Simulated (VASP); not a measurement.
Runs of VASP 6.6.1 on KCl. The structure is that of space group Pm-3m (No. 221), or close to it. The cells are those of the table. 

| cell | gap on the mesh (eV) | pressure (GPa) |
| --- | --- | --- |
| a = 3.839, b = 3.839, c = 3.743 Å, 2 atoms | (a) | (b) |
| a = 3.839, b = 3.839, c = 3.647 Å, 2 atoms | (c) | -2.4 |
| a = 3.743, b = 3.743, c = 3.647 Å, 2 atoms | 4.72 | -1.5 |
| a = 3.647, b = 3.647, c = 3.743 Å, 2 atoms | 4.89 | -0.9 |
| a = 4.031 Å, 2 atoms | 3.85 | -4.2 |

Alike in all rows: task single point; level LDA; potentials or basis VASP PAW LDA potentials, release 64 (K_sv, Cl); no spin polarisation; k mesh 6 × 6 × 6; cutoff (eV) 520; smearing gaussian 0.05 eV.

Fill in the values left out.

(a) 4.39; (b) -2.8; (c) 4.38.

A k mesh can miss the band edges.
